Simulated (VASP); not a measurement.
Crystal: Ti2Al.

```xyz
3
Lattice="0.0000 2.9953 2.9953 2.9953 0.0000 2.9953 2.9953 2.9953 0.0000" Properties=species:S:1:pos:R:3 pbc="T T T"
Ti    1.4977    1.4977    1.4977
Ti    4.4930    4.4930    4.4930
Al    0.0000    0.0000    0.0000
```

The cell was built from a structure type or drawn by symmetry, and may not be a known phase.

| Item | Value |
| --- | --- |
| Program | VASP 6.6.1 |
| Task | relaxation of cell and atoms |
| Functional | PBE |
| Potentials or basis | VASP PAW PBE potentials, release 64 (Ti_sv, Al) |
| Cutoff | 600 eV |
| k mesh | 6 × 6 × 6 |
| Occupations | gaussian, width 0.1 eV |
| Spin | no spin polarisation |

At the start: pressure 9.5 GPa; volume 17.92 Å³/atom.

Q: Where does the relaxation end?

A: Over 3 steps the energy falls by 48.7 meV/atom and the volume is 19.68 Å³/atom (+9.8 %); space group Fm-3m (No. 225, to 0.1 Å) before and after.

The path:
```
step  energy change (eV)  largest force (eV/Å)  pressure (GPa)  volume (Å³)
   1              0.0000                0.0000            9.49        53.75
   2             -0.0974                0.0000           -4.38        62.44
   3             -0.1460                0.0000           -0.01        59.04
```

Final structure:
```
CELL_PARAMETERS angstrom
0.00000 3.09058 3.09058
3.09058 0.00000 3.09058
3.09058 3.09058 0.00000
ATOMIC_POSITIONS crystal
Ti 0.25000 0.25000 0.25000
Ti 0.75000 0.75000 0.75000
Al 0.00000 0.00000 0.00000
```
